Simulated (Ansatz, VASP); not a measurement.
**WC in VASP and in Ansatz**

File INCAR:

```
SYSTEM = WC
PREC = Accurate
ENCUT = 520
EDIFF = 1E-6
ISMEAR = -1
SIGMA = 0.05
LREAL = .False.
LASPH = .True.
NELM = 80
ALGO = Normal
ISIF = 2
LWAVE = .False.
LCHARG = .False.
GGA = PS
NBANDS = 16
```

File KPOINTS:

```
regular mesh
0
Gamma
  8 8 8
  0 0 0
```

File POSCAR:

```
WC
1.0
    0.0000000000      2.1926800000      2.1926800000
    2.1926800000      0.0000000000      2.1926800000
    2.1926800000      2.1926800000      0.0000000000
W C
1 1
Direct
    0.0000000000      0.0000000000      0.0300000000
    0.5000000000      0.5000000000      0.5000000000
```

Input for Ansatz:

```yaml
crystal:
  lattice:
    - [0.0, 2.19268, 2.19268]
    - [2.19268, 0.0, 2.19268]
    - [2.19268, 2.19268, 0.0]
  atoms:
    - { symbol: W, position: [0.0, 0.0, 0.03] }
    - { symbol: C, position: [0.5, 0.5, 0.5] }
basis:
  ecutwfc: 510.0
kpoints:
  mp_grid:
    grid: [8, 8, 8]
hamiltonian:
  xc: pbesol
scf:
  occupations:
    method: fermi_dirac
    width: 0.05
output:
  forces: true
```

Alike in both runs: task single point; functional PBEsol; k mesh 8 × 8 × 8; occupations fermi-dirac, width 0.05 eV; no spin polarisation.

```csv
,VASP,Ansatz
version,VASP 6.6.1,Ansatz 0.2.0
potentials or method,"VASP PAW PBE potentials, release 64 (W_sv, C), cutoff 520 eV","plane waves, PAW"
valence electrons in the cell,18,18
```

|  | VASP | Ansatz | Ansatz less VASP |
| --- | --- | --- | --- |
| gap on the k mesh at the Fermi level (eV) | none | none | - |
| rms of the force components (eV/Å) | 0.355 | 0.350 | -0.0049 |

VASP's potentials were made for PBE, not for PBEsol. Atom by atom the forces differ by 0.005 eV/Å (rms over components). A gap of «none» marks a metal or a gap that the smearing closes.

Spin-orbit coupling is off throughout.
